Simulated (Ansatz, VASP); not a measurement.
## HgTe: VASP beside Ansatz

```
Hg Te
1.0
     0.00000    3.04638    3.96029
     3.04638    0.00000    3.96029
     3.04638    3.04638    0.00000
Hg Te
1 1
Direct
  0.00000 0.00000 0.00000
  0.75000 0.75000 0.75000
```

Alike in both runs: task single point; functional PBE; k mesh 18 × 18 × 18; occupations gaussian, width 0.15 eV; no spin polarisation.

|  | VASP | Ansatz |
| --- | --- | --- |
| version | VASP 6.6.1 | Ansatz 0.2.0 |
| potentials or method | VASP PAW PBE potentials, release 64 (Hg, Te), cutoff 520 eV | scalar-relativistic, plane waves, PAW |
| valence electrons in the cell | 18 | 36 |

VASP gave:

- gap on the k mesh at the Fermi level (eV): none
- pressure (GPa): -0.5
- traceless stress, the component that is largest in VASP (GPa): -3.71

Which values does Ansatz return?

gap on the k mesh at the Fermi level (eV): none; pressure (GPa): -0.6; traceless stress, the component that is largest in VASP (GPa): -3.71.

A gap of «none» marks a metal or a gap that the smearing closes. VASP's potentials hold 18 valence electrons a cell and Ansatz's 36, so a difference there can come from the potentials and not from the codes.

Spin-orbit coupling is off throughout.
